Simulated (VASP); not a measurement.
**Te: single point with PBE**

Crystal: Te.

```
CELL_PARAMETERS angstrom
-3.19068 3.19068 1.58048
3.19068 -3.19068 1.58048
3.19068 3.19068 -1.58048
ATOMIC_POSITIONS crystal
Te 0.62500 0.87500 0.75000
Te 0.37500 0.12500 0.25000
```

```
Program             : VASP 6.6.1
Task                : single point
Functional          : PBE
Potentials or basis : VASP PAW PBE potentials, release 64 (Te)
Cutoff              : 520 eV
k mesh              : 15 × 15 × 15
Occupations         : fermi-dirac, width 0.08 eV
Spin                : no spin polarisation
```

```yaml
Pressure: -0.1 GPa
Band_gap_on_the_k_mesh: zero (band 6 reaches 8.87 eV, above the bottom of band 7 at 5.45 eV)
```

Levels at points of the mesh, in eV from the Fermi level:
```csv
k point,band 4,band 5,band 6,band 7,band 8,band 9
"(0.00, 0.00, 0.00)",-4.32,0.93,0.93,2.17,2.67,2.73
```

Run time: 2.1 min on 1 thread of Oxide Virtual Turin-like Processor (shared host), peak memory 0.31 GiB.

Caveat: spin-orbit coupling is left out, which moves the levels of the heavy elements.
